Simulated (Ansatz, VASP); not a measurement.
**Sc: VASP beside Ansatz**

```
Sc
1.0
     3.30880    0.00000    0.00000
    -1.65440    2.86550    0.00000
     0.00000    0.00000    5.10996
Sc
2
Direct
  0.33333 0.66667 0.25000
  0.66667 0.33333 0.75000
```

Change from the starting cell: strain +0.000 along x and y, -0.030 along z, atoms carried along.

Alike in both runs: task single point; functional LDA; k mesh 18 × 18 × 10; occupations gaussian, width 0.15 eV; no spin polarisation.

```csv
,VASP,Ansatz
version,VASP 6.6.1,Ansatz 0.2.0
potentials or method,"VASP PAW LDA potentials, release 64 (Sc_sv), cutoff 520 eV","scalar-relativistic, plane waves, PAW"
valence electrons in the cell,22,22
```

|  | VASP | Ansatz | Ansatz less VASP |
| --- | --- | --- | --- |
| gap on the k mesh at the Fermi level (eV) | none | none | - |
| pressure (GPa) | -3.9 | -3.9 | -0.06 |
| traceless stress, the component that is largest in VASP (GPa) | 0.15 | 0.15 | 0.000 |

LDA's correlation is that of Perdew and Zunger in VASP and of Perdew and Wang (1992) in Ansatz. A gap of «none» marks a metal or a gap that the smearing closes.
